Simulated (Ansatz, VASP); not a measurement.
**One calculation of HfN, two programs**

```
Hf N
1.0
     0.00000    2.43353    2.43353
     2.43353    0.00000    2.43353
     2.43353    2.43353    0.00000
Hf N
1 1
Cartesian
  0.0942 -0.0330 0.1120
  3.5561 3.6833 3.5383
```

Change from the starting cell: atom 2 moved 0.30 Å; relaxed back.

Alike in both runs: task relaxation of cell and atoms; functional PBEsol; k mesh 12 × 12 × 12; occupations gaussian, width 0.15 eV; no spin polarisation.

```csv
,VASP,Ansatz
version,VASP 6.6.1,Ansatz 0.2.0
potentials or method,"VASP PAW PBE potentials, release 64 (Hf_pv, N), cutoff 600 eV","scalar-relativistic, plane waves, PAW"
valence electrons in the cell,15,31
```

|  | VASP | Ansatz | Ansatz less VASP |
| --- | --- | --- | --- |
| gap on the k mesh at the Fermi level, each at its own relaxed structure (eV) | none | none | - |
| relaxed volume (Å³/atom) | 14.36 | 14.42 | +0.065 |
| relaxed cell length with the largest relative difference (Å) | 3.435 | 3.442 | +0.0071 |

VASP's potentials were made for PBE, not for PBEsol. A gap of «none» marks a metal or a gap that the smearing closes. VASP's potentials hold 15 valence electrons a cell and Ansatz's 31, so a difference there can come from the potentials and not from the codes.

Neither program's run includes spin-orbit coupling.
